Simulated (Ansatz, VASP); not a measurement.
# Two plane-wave programs on W

```
W
1.0
     4.03961    0.00000    0.00000
     0.00000    4.03961    0.00000
     0.00000    0.00000    4.03961
W
4
Cartesian
  0.0005 0.0005 0.0005
  2.0193 4.0391 2.0204
  2.0204 2.0193 4.0391
  4.0391 2.0204 2.0193
```

Alike in both runs: functional PBE; k mesh 4 × 4 × 4; occupations gaussian, width 0.1 eV; no spin polarisation.

Ansatz relaxed the structure, and its values are those at the end. VASP's run is a single point on that final structure, the one shown.

|  | VASP | Ansatz |
| --- | --- | --- |
| version | VASP 6.6.1 | Ansatz 0.2.0 |
| potentials or method | VASP PAW PBE potentials, release 64 (W_sv), cutoff 520 eV | scalar-relativistic, plane waves, PAW |
| valence electrons in the cell | 56 | 56 |

Ansatz gave:

```
gap on the k mesh at the Fermi level (eV) : none
pressure (GPa)                            : -0.1
rms of the force components (eV/Å)        : 0.004
```

Which values does VASP return?

gap on the k mesh at the Fermi level (eV): none; pressure (GPa): 0.3; rms of the force components (eV/Å): 0.004.

A gap of «none» marks a metal or a gap that the smearing closes.

The k mesh is coarse, so the values compare programs but aren't converged. Spin-orbit coupling is off throughout.
